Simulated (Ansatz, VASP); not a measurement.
## Two plane-wave programs on Sn2GeO3

```
Sn Ge O
1.0
     1.83434   -8.73845    0.00000
     1.83434    8.73845    0.00000
     0.00000    0.00000    2.98424
Sn Ge O
2 1 3
Direct
  0.65762 0.34238 0.50000
  0.34238 0.65762 0.50000
  0.00000 0.00000 0.00000
  0.07497 0.92503 0.50000
  0.92503 0.07497 0.50000
  0.50000 0.50000 0.00000
```

Change from the starting cell: species swapped into the Li2CeO3 type (Cmmm, No. 65).

Alike in both runs: functional PBE; k mesh 4 × 4 × 4; occupations gaussian, width 0.1 eV; no spin polarisation.

Ansatz relaxed the structure, and its values are those at the end. VASP's run is a single point on that final structure, the one shown.

```csv
,VASP,Ansatz
version,VASP 6.6.1,Ansatz 0.2.0
potentials or method,"VASP PAW PBE potentials, release 64 (Sn_d, Ge_d, O), cutoff 520 eV","scalar-relativistic, plane waves, PAW"
valence electrons in the cell,60,60
```

```csv
,VASP,Ansatz,Ansatz less VASP
gap on the k mesh at the Fermi level (eV),none,none,-
pressure (GPa),0.2,0.1,-0.09
rms of the force components (eV/Å),0.014,0.005,-0.0084
```

A gap of «none» marks a metal or a gap that the smearing closes.

The k mesh is coarse, so the values compare programs but aren't converged.
